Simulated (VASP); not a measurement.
# Pb in VASP: notebook, part 2 of 2

VASP 6.6.1. Earlier steps stand in the parts before.

## Step 4: Single point, PBE (the cell strained at random)

INCAR

```
PREC = Accurate
ENCUT = 520
EDIFF = 1E-6
ISMEAR = -1
SIGMA = 0.05
LREAL = False
LASPH = True
NELM = 80
ALGO = Fast
ISIF = 2
LWAVE = False
LCHARG = True
GGA = PE
LELF = True
LVHAR = True
NBANDS = 13
```

KPOINTS

```
regular mesh
0
Gamma
  9 9 9
```

POSCAR

```
Pb
1.0
   -0.0069630000      2.4696840000      2.4484290000
    2.4475870000     -0.0269830000      2.4684490000
    2.4538240000      2.4959410000     -0.0332200000
Pb
1
Direct
   -0.0123650000      0.0070870000      0.0165600000
```

Potentials or basis: VASP PAW PBE potentials, release 64 (Pb_d).

Run with:

```sh
cat potpaw_PBE.64/Pb_d/POTCAR > POTCAR
mpirun -np 1 vasp_std > vasp.out
```

OUTCAR:

```text
PREC = Accurate
   ENCUT = 520
   EDIFF = 1E-6
   ISMEAR = -1
   LREAL = False
   LASPH = True
   NELM = 80
   ISIF = 2
   GGA = PE

 ion  position               nearest neighbor table
   1  0.988  0.007  0.017-

  LATTYP: Found a triclinic cell.
 ALAT       =     3.4776705007
 B/A-ratio  =     1.0049715110
 C/A-ratio  =     0.9996054584
 COS(alpha) =     0.0085223274
 COS(beta)  =     0.4930046159
 COS(gamma) =     0.4959907325

  Lattice vectors:

 A1 = (  -0.0069630000,   2.4696840000,   2.4484290000)
 A2 = (  -2.4607870000,  -0.0262570000,   2.4816490000)
 A3 = (   2.4475870000,  -0.0269830000,   2.4684490000)

Analysis of symmetry for initial positions (statically):
=====================================================================
 Subroutine PRICEL returns:
 Original cell was already a primitive cell.

 Routine SETGRP: Setting up the symmetry group for a
 triclinic supercell.

 Subroutine GETGRP returns: Found  2 space group operations
 (whereof  1 operations were pure point group operations)
 out of a pool of  2 trial point group operations.

The static configuration has the point symmetry C_1 .
 The point group associated with its full space group is S_2 .

Analysis of symmetry for dynamics (positions and initial velocities):
=====================================================================
 Subroutine PRICEL returns:
 Original cell was already a primitive cell.

 Routine SETGRP: Setting up the symmetry group for a
 triclinic supercell.

 Subroutine GETGRP returns: Found  2 space group operations
 (whereof  1 operations were pure point group operations)
 out of a pool of  2 trial point group operations.

The dynamic configuration has the point symmetry C_1 .
 The point group associated with its full space group is S_2 .

 Subroutine INISYM returns: Found  2 space group operations
 (whereof  1 operations are pure point group operations),
 and found     1 'primitive' translations

----------------------------------------------------------------------------------------

                                     Primitive cell

  volume of cell :      30.3226

  direct lattice vectors                    reciprocal lattice vectors
    -0.006963000  2.469684000  2.448429000    -0.203155837  0.202438270  0.203651757
     2.447587000 -0.026983000  2.468449000     0.204243163 -0.198129080  0.200429894
     2.453824000  2.495941000 -0.033220000     0.203226684  0.198199928 -0.199342567

  length of vectors
     3.477670501  3.476298415  3.500296740     0.351749322  0.348055376  0.346874265

  position of ions in fractional coordinates (direct lattice)
     0.987635000  0.007087000  0.016560000

  ion indices of the primitive-cell ions
   primitive index   ion index
                 1           1

----------------------------------------------------------------------------------------

 KPOINTS: regular mesh

Automatic generation of k-mesh.
 Grid dimensions read from file:
 generate k-points for:    9    9    9

 Generating k-lattice:

  Cartesian coordinates                     Fractional coordinates (reciprocal lattice)
    -0.022572871  0.022493141  0.022627973     0.111111111 -0.000000000  0.000000000
     0.022693685 -0.022014342  0.022269988     0.000000000  0.111111111 -0.000000000
     0.022580743  0.022022214 -0.022149174    -0.000000000 -0.000000000  0.111111111

  Length of vectors
     0.039083258  0.038672820  0.038541585

  Shift w.r.t. Gamma in fractional coordinates (k-lattice)
     0.000000000  0.000000000  0.000000000

 Subroutine IBZKPT returns following result:
 ===========================================

 Found    365 irreducible k-points:

 Following reciprocal coordinates:
            Coordinates               Weight
  0.000000  0.000000  0.000000      1.000000
  0.111111 -0.000000 -0.000000      2.000000
  0.222222 -0.000000 -0.000000      2.000000
  0.333333  0.000000 -0.000000      2.000000
  0.444444 -0.000000 -0.000000      2.000000
 -0.000000  0.111111  0.000000      2.000000
[... 16 lines left out ...]
 -0.111111  0.222222 -0.000000      2.000000
  0.000000  0.333333  0.000000      2.000000
 [... further k-points ...]
   k-points           NKPTS =    365   k-points in BZ     NKDIM =    365   number of bands    NBANDS=     13
   number of dos      NEDOS =    301   number of ions     NIONS =      1
   total plane-waves  NPLWV =  21952
   dimension x,y,z NGX =    28 NGY =   28 NGZ =   28
   dimension x,y,z NGXF=    56 NGYF=   56 NGZF=   56
   ions per type =               1
   NGX,Y,Z   is equivalent  to a cutoff of  13.39, 13.39, 13.30 a.u.
   NGXF,Y,Z  is equivalent  to a cutoff of  26.77, 26.78, 26.60 a.u.
 SYSTEM =  unknown system
   PREC   = accura    normal or accurate (medium, high low for compatibility)
   ISTART =      0    job   : 0-new  1-cont  2-samecut
   ICHARG =      2    charge: 1-file 2-atom 10-const
   ISPIN  =      1    spin polarized calculation?
   LNONCOLLINEAR =      F non collinear calculations
   LSORBIT =      F    spin-orbit coupling
   LASPH  =      T    aspherical Exc in radial PAW
   ENCUT  =  520.0 eV  38.22 Ry    6.18 a.u.   6.47  6.46  6.51*2*pi/ulx,y,z
   NELM   =     80;   NELMIN=  2; NELMDL= -5     # of ELM steps
   EDIFF  = 0.1E-05   stopping-criterion for ELM
   LREAL  =      F    real-space projection
   EDIFFG = 0.1E-04   stopping-criterion for IOM
   NSW    =      0    number of steps for IOM
   IBRION =     -1    ionic relax: 0-MD 1-quasi-New 2-CG
   NFREE  =      0    steps in history (QN), initial steepest desc. (CG)
   ISIF   =      2    stress and relaxation
   ISYM   =      2    0-nonsym 1-usesym 2-fastsym
   POTIM  = 0.5000    time-step for ionic-motion
   TEBEG  =    0.0;   TEEND  =   0.0 temperature during run
   PSTRESS=    0.0 pullay stress
   NELECT =      14.0000    total number of electrons
   NUPDOWN=      -1.0000    fix difference up-down
   EMIN   =  10.00;   EMAX   =-10.00  energy-range for DOS
   EFERMI =   0.00;   METHOD = LEGACY
   ISMEAR =    -1;   SIGMA  =   0.05  broadening in eV -4-tet -1-fermi 0-gaus
   EFERMI_NEDOS =   21; number of points for ismear=-14 and -15
   IALGO  =     68    algorithm
   IMIX   =      4    mixing-type and parameters
     AMIX     =   0.40;   BMIX     =  1.00
     AMIX_MAG =   1.60;   BMIX_MAG =  1.00
  volume/ion in A,a.u.               =      30.32       204.63
  Fermi-wavevector in a.u.,A,eV,Ry     =   1.265306  2.391081 21.782912  1.600999
  Thomas-Fermi vector in A             =   2.398566
   LORBIT       =      0    0 simple, 1 ext, 2 COOP (PROOUT), +10 PAW based schemes
   GGA     = PE    functional components
   LHFCALC =     F    Hartree Fock is set to
   AEXX    =    0.0000 exact exchange contribution
   IVDW    =     0    specifies the selected vdW correction
   LEPSILON=     F    determine dielectric tensor
   LRPA    =     F    only Hartree local field effects (RPA)
 non-spin polarized calculation
 RMM-DIIS sequential band-by-band and
  energy-cutoff  :      520.00
  volume of cell :       30.32
 maximum number of plane-waves:       851
 NGX is ok and might be reduce to    28
   NGX = 13   NGY = 13   NGZ = 13

 number of electron      14.0000001 magnetization

 Free energy of the ion-electron system (eV)
  ---------------------------------------------------
  ext. energy  EPLUGINS =         0.00000000
  ---------------------------------------------------
  free energy    TOTEN  =        -3.56835531 eV

  energy without entropy =       -3.56513110  energy(sigma->0) =       -3.56674320

 E-fermi :   7.1449     XC(G=0): -10.1855

 val. band max:        7.1321560819   @ k =  -0.2222  -0.3333   0.4444
 cond. band min:       7.1568103286   @ k =   0.1111  -0.2222   0.3333
 fundamental gap:      0.0246542467
 Fermi energy:         7.1448691000

 k-point     1 :       0.0000    0.0000    0.0000
  band No.  band energies     occupation
      1      -9.8132      2.00000
      2      -9.7894      2.00000
      3      -9.7841      2.00000
      4      -9.6617      2.00000
      5      -9.6469      2.00000
      6      -4.4746      2.00000
      7      14.4623      0.00000
      8      14.6629      0.00000
      9      14.9508      0.00000
     10      17.0771      0.00000
     11      18.5491      0.00000
     12      19.5095      0.00000
     13      19.9253      0.00000
[... 353 lines left out ...]
 k-point    24 :       0.0000    0.3333    0.0000
  band No.  band energies     occupation
      1      -9.8151      2.00000
      2      -9.7747      2.00000
      3      -9.7640      2.00000
      4      -9.5803      2.00000
      5      -9.5672      2.00000
      6      -2.4139      2.00000
      7       5.6822      2.00000
      8      13.3010      0.00000
      9      13.3612      0.00000
     10      16.2992      0.00000
     11      17.8949      0.00000
     12      19.0367      0.00000
     13      19.1209      0.00000

 [... further k-points ...]
[... 5 lines left out ...]
  --------------------------------------------------------------------------------------
  -------------------------------------------------------------------------------------
  Total        0.4676136      0.3940448      0.4276699     -0.0015623      0.1448556      0.0336873
  in kB       24.7076675     20.8204558     22.5971310     -0.0825496      7.6538498      1.7799597
  external PRESSURE =      22.7084181 kB  Pullay stress =       0.0000000 kB

 VOLUME and BASIS-vectors are now :
 -----------------------------------------------------------------------------
  energy-cutoff  :      520.00
  volume of cell :       30.32
      direct lattice vectors                 reciprocal lattice vectors
    -0.006963000  2.469684000  2.448429000    -0.203155837  0.202438270  0.203651757
     2.447587000 -0.026983000  2.468449000     0.204243163 -0.198129080  0.200429894
     2.453824000  2.495941000 -0.033220000     0.203226684  0.198199928 -0.199342567

 POSITION                                       TOTAL-FORCE (eV/Angst)
 -----------------------------------------------------------------------------------
      0.05110      2.48029      2.43510         0.000000      0.000000     -0.000000
 -----------------------------------------------------------------------------------
    total drift:                               -0.000002      0.000007     -0.000013

  FREE ENERGIE OF THE ION-ELECTRON SYSTEM (eV)
  ---------------------------------------------------
  free  energy   TOTEN  =        -3.5683553074 eV

  energy  without entropy=       -3.5651310995  energy(sigma->0) =       -3.56674320
```

OSZICAR:

```text
N       E                     dE             d eps       ncg     rms          rms(c)
DAV:   1     0.106829067284E+03    0.10683E+03   -0.71685E+03  9615   0.127E+03
DAV:   2     0.158255316639E+01   -0.10525E+03   -0.10200E+03 10070   0.313E+02
DAV:   3    -0.345853127937E+01   -0.50411E+01   -0.50219E+01 11683   0.734E+01
DAV:   4    -0.357498709884E+01   -0.11646E+00   -0.11643E+00 11801   0.119E+01
DAV:   5    -0.358006718493E+01   -0.50801E-02   -0.50799E-02 13169   0.231E+00    0.528E-01
RMM:   6    -0.357053136496E+01    0.95358E-02   -0.10679E-02 11406   0.150E+00    0.268E-01
RMM:   7    -0.356826292436E+01    0.22684E-02   -0.69426E-03 11395   0.956E-01    0.889E-02
RMM:   8    -0.356830287021E+01   -0.39946E-04   -0.15459E-03 12965   0.584E-01    0.140E-02
RMM:   9    -0.356834669656E+01   -0.43826E-04   -0.46151E-04 14857   0.223E-01    0.148E-02
RMM:  10    -0.356835131078E+01   -0.46142E-05   -0.12888E-04 12405   0.195E-01    0.626E-03
RMM:  11    -0.356835443701E+01   -0.31262E-05   -0.60941E-05 15006   0.814E-02    0.247E-03
RMM:  12    -0.356835530739E+01   -0.87038E-06   -0.93210E-06 10440   0.320E-02
   1 F= -.35683553E+01 E0= -.35667432E+01  d E =-.322421E-02
```

It took 1.8 min on 1 thread of Intel Xeon Platinum 8375C at 2.90GHz (Ice Lake), shared host; peak memory 0.26 GiB.

Results:

```yaml
Free_energy: -3.5684 eV
Pressure: 2.3 GPa
Band_gap_on_the_k_mesh: zero (band 7 reaches 14.46 eV, above the bottom of band 8 at 5.68 eV)
```

Caveat: the cell differs from its parent crystal (the cell strained at random); spin-orbit coupling is left out, which moves the levels of the heavy elements.
